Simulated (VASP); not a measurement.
# TaC in VASP: single point with PBEsol

Aim: the single point of TaC with PBEsol.

Everything below comes from runs of VASP 6.6.1. Logs are shortened: lines on timing, memory, paths and dates and some standing lists are left out, and cuts for length are marked.

### 1 The cell of the first run

The cell holds a slab with vacuum, 14 atoms: a = 3.139 Å, b = 4.440 Å, c = 24.418 Å, α = 90.00°, β = 90.00°, γ = 90.00°.

### 2 Single point, PBEsol

The input, INCAR:

```
SYSTEM = TaC
PREC = Accurate
ENCUT = 520
EDIFF = 1E-6
ISMEAR = 0
SIGMA = 0.1
LREAL = .FALSE.
LASPH = .TRUE.
NELM = 120
ALGO = Normal
ISIF = 2
LWAVE = .FALSE.
LCHARG = .TRUE.
LDIPOL = .TRUE.
IDIPOL = 3
DIPOL = 0.5 0.5 0.500
GGA = PS
LELF = .TRUE.
LVHAR = .TRUE.
LVACPOTAV = .TRUE.
NBANDS = 66
GGA_COMPAT = .FALSE.
NELMDL = -8
```

The input, KPOINTS:

```
Automatic mesh
0
G
  11 8 1
  0 0 0
```

The input, POSCAR:

```
TaC
1.0
    3.1393031999      0.0000000000      0.0000000000
    0.0000000000      4.4396451617      0.0000000000
    0.0000000000      0.0000000000     24.4179095998
Ta C
7 7
Direct
    0.5000000000      0.5000000000      0.3071515999
    0.0000000000      0.0000000000      0.3714343999
    0.5000000000      0.5000000000      0.4357172000
    0.0000000000      0.0000000000      0.5000000000
    0.5000000000      0.5000000000      0.5642828000
    0.0000000000      0.0000000000      0.6285656001
    0.5000000000      0.5000000000      0.6928484001
    0.5000000000      0.0000000000      0.3071515999
    0.0000000000      0.5000000000      0.3714343999
    0.5000000000      0.0000000000      0.4357172000
    0.0000000000      0.5000000000      0.5000000000
    0.5000000000      0.0000000000      0.5642828000
    0.0000000000      0.5000000000      0.6285656001
    0.5000000000      0.0000000000      0.6928484001
```

Potentials or basis: VASP PAW PBE potentials, release 64 (Ta_pv, C).

Command:

```console
$ cat potpaw_PBE.64/Ta_pv/POTCAR potpaw_PBE.64/C/POTCAR > POTCAR
$ mpirun -np 1 vasp_std > vasp.out
```

OUTCAR:

```text
SYSTEM = TaC
   PREC = Accurate
   ENCUT = 520
   EDIFF = 1E-6
   ISMEAR = 0
   LREAL = .FALSE.
   LASPH = .TRUE.
   NELM = 120
   ISIF = 2
   GGA = PS
   NELMDL = -8

 ion  position               nearest neighbor table
   1  0.500  0.500  0.307-   9 2.22   9 2.22   8 2.22   8 2.22   2 3.14   2 3.14   2 3.14   2 3.14
                             3 3.14
   2  0.000  0.000  0.371-   8 2.22   8 2.22   9 2.22   9 2.22  10 2.22  10 2.22   1 3.14   1 3.14
                             1 3.14   1 3.14   3 3.14   3 3.14   3 3.14   3 3.14   4 3.14
   3  0.500  0.500  0.436-  11 2.22  11 2.22  10 2.22  10 2.22   9 2.22   9 2.22   5 3.14   4 3.14
                             4 3.14   4 3.14   4 3.14   2 3.14   2 3.14   2 3.14   2 3.14   1 3.14
   4  0.000  0.000  0.500-  10 2.22  12 2.22  10 2.22  12 2.22  11 2.22  11 2.22   5 3.14   5 3.14
                             3 3.14   5 3.14   3 3.14   3 3.14   3 3.14   5 3.14   2 3.14   6 3.14
   5  0.500  0.500  0.564-  11 2.22  11 2.22  12 2.22  12 2.22  13 2.22  13 2.22   3 3.14   4 3.14
                             4 3.14   4 3.14   4 3.14   6 3.14   6 3.14   6 3.14   6 3.14   7 3.14
   6  0.000  0.000  0.629-  14 2.22  14 2.22  13 2.22  13 2.22  12 2.22  12 2.22   7 3.14   7 3.14
                             7 3.14   7 3.14   5 3.14   5 3.14   5 3.14   5 3.14   4 3.14
   7  0.500  0.500  0.693-  13 2.22  13 2.22  14 2.22  14 2.22   6 3.14   6 3.14   6 3.14   6 3.14
                             5 3.14
   8  0.500  0.000  0.307-   2 2.22   2 2.22   1 2.22   1 2.22
   9  0.000  0.500  0.371-   1 2.22   1 2.22   2 2.22   2 2.22   3 2.22   3 2.22
  10  0.500  0.000  0.436-   4 2.22   4 2.22   3 2.22   3 2.22   2 2.22   2 2.22
  11  0.000  0.500  0.500-   3 2.22   5 2.22   3 2.22   5 2.22   4 2.22   4 2.22
  12  0.500  0.000  0.564-   4 2.22   4 2.22   5 2.22   5 2.22   6 2.22   6 2.22
  13  0.000  0.500  0.629-   7 2.22   7 2.22   6 2.22   6 2.22   5 2.22   5 2.22
  14  0.500  0.000  0.693-   6 2.22   6 2.22   7 2.22   7 2.22

  LATTYP: Found a simple orthorhombic cell.
 ALAT       =     3.1393031999
 B/A-ratio  =     1.4142135624
 C/A-ratio  =     7.7781303827

  Lattice vectors:

 A1 = (   3.1393031999,   0.0000000000,   0.0000000000)
 A2 = (   0.0000000000,   4.4396451617,   0.0000000000)
 A3 = (   0.0000000000,   0.0000000000,  24.4179095998)

Analysis of symmetry for initial positions (statically):
=====================================================================
 Subroutine PRICEL returns:
 Original cell was already a primitive cell.

 Routine SETGRP: Setting up the symmetry group for a
 simple orthorhombic supercell.

 Subroutine GETGRP returns: Found  8 space group operations
 (whereof  8 operations were pure point group operations)
 out of a pool of  8 trial point group operations.

The static configuration has the point symmetry D_2h.

Analysis of symmetry for dynamics (positions and initial velocities):
=====================================================================
[... 162 lines left out ...]
   IVDW    =     0    specifies the selected vdW correction
   LEPSILON=     F    determine dielectric tensor
   LRPA    =     F    only Hartree local field effects (RPA)
 non-spin polarized calculation
 Gauss-broadening in eV      SIGMA  =   0.10
  energy-cutoff  :      520.00
  volume of cell :      340.32
 maximum number of plane-waves:      9213
 NGX is ok and might be reduce to    24
   NGX = 11   NGY = 17   NGZ = 91

 number of electron     105.0000005 magnetization

 dipolmoment           0.000000      0.000000      0.000000 electrons x Angstroem

 Free energy of the ion-electron system (eV)
  ---------------------------------------------------
  ext. energy  EPLUGINS =         0.00000000
  ---------------------------------------------------
  free energy    TOTEN  =      -157.68900896 eV

  energy without entropy =     -157.66077332  energy(sigma->0) =     -157.67489114

 E-fermi :   1.4259     XC(G=0):  -6.9573

 val. band max:        1.4081229668   @ k =   0.0909   0.1250   0.0000
 cond. band min:       1.4497507947   @ k =   0.0909   0.0000   0.0000
 fundamental gap:      0.0416278279
 Fermi energy:         1.4258687617

 k-point     1 :       0.0000    0.0000    0.0000
  band No.  band energies     occupation
      1     -34.1181      2.00000
      2     -34.0375      2.00000
      3     -33.9616      2.00000
      4     -33.9530      2.00000
      5     -33.8391      2.00000
      6     -33.8255      2.00000
[... 1597 lines left out ...]
     63       4.3622      0.00000
     64       4.5502      0.00000

 [... further k-points ...]

 [bands above 64 left out]

------------------------ aborting loop because EDIFF is reached ----------------------------------------

  FORCE on cell =-STRESS in cart. coord.  units (eV):
  Direction    XX          YY          ZZ          XY          YZ          ZX
  --------------------------------------------------------------------------------------
  -------------------------------------------------------------------------------------
  Total       -3.8243020    -13.1658166     -8.1243061     -0.0000000      0.0000000      0.0000000
  in kB      -18.0041556    -61.9823986    -38.2478350     -0.0000000      0.0000000      0.0000000
  external PRESSURE =     -39.4114631 kB  Pullay stress =       0.0000000 kB

 VOLUME and BASIS-vectors are now :
 -----------------------------------------------------------------------------
  energy-cutoff  :      520.00
  volume of cell :      340.32
      direct lattice vectors                 reciprocal lattice vectors
     3.139303200  0.000000000  0.000000000     0.318542026  0.000000000  0.000000000
     0.000000000  4.439645162  0.000000000     0.000000000  0.225243226  0.000000000
     0.000000000  0.000000000 24.417909600     0.000000000  0.000000000  0.040953547

 POSITION                                       TOTAL-FORCE (eV/Angst)
 -----------------------------------------------------------------------------------
      1.56965      2.21982      7.50000         0.000000     -0.000000      3.043022
      0.00000      0.00000      9.06965         0.000000     -0.000000     -1.102412
      1.56965      2.21982     10.63930         0.000000      0.000000     -0.541336
      0.00000      0.00000     12.20895         0.000000     -0.000000     -0.000000
      1.56965      2.21982     13.77861         0.000000      0.000000      0.541336
      0.00000      0.00000     15.34826         0.000000      0.000000      1.102412
      1.56965      2.21982     16.91791         0.000000     -0.000000     -3.043022
      1.56965      0.00000      7.50000         0.000000     -0.000000     -0.314267
      0.00000      2.21982      9.06965         0.000000     -0.000000     -1.445713
      1.56965      0.00000     10.63930         0.000000     -0.000000      0.019231
      0.00000      2.21982     12.20895         0.000000     -0.000000     -0.000000
      1.56965      0.00000     13.77861         0.000000     -0.000000     -0.019231
      0.00000      2.21982     15.34826         0.000000     -0.000000      1.445713
      1.56965      0.00000     16.91791         0.000000     -0.000000      0.314267
 -----------------------------------------------------------------------------------
    total drift:                                0.000000     -0.000000     -0.000000

  FREE ENERGIE OF THE ION-ELECTRON SYSTEM (eV)
  ---------------------------------------------------
  free  energy   TOTEN  =      -157.6890089638 eV

  energy  without entropy=     -157.6607733156  energy(sigma->0) =     -157.67489114

 vacuum level on the upper side and lower side of the slab         5.538         5.538
```

It took 12 min on 1 thread of Intel Xeon 6975P-C (Granite Rapids), shared host; peak memory 0.7 GiB.

Results:

```
Free energy            : -157.6890 eV
Largest force          : 3.043 eV/Å
Band gap on the k mesh : zero (an odd number of electrons rules out a gap without spin polarisation)
```

Forces in eV/Å, atoms in the order of the input:
```
Ta   0.000  0.000  3.043
Ta   0.000  0.000 -1.102
Ta   0.000  0.000 -0.541
Ta   0.000  0.000  0.000
Ta   0.000  0.000  0.541
Ta   0.000  0.000  1.102
Ta   0.000  0.000 -3.043
C    0.000  0.000 -0.314
C    0.000  0.000 -1.446
C    0.000  0.000  0.019
C    0.000  0.000  0.000
C    0.000  0.000 -0.019
C    0.000  0.000  1.446
C    0.000  0.000  0.314
```

Caveat: the PAW data sets were made with another functional, which shifts forces and pressure a little; spin-orbit coupling is left out, which moves the levels of the heavy elements.
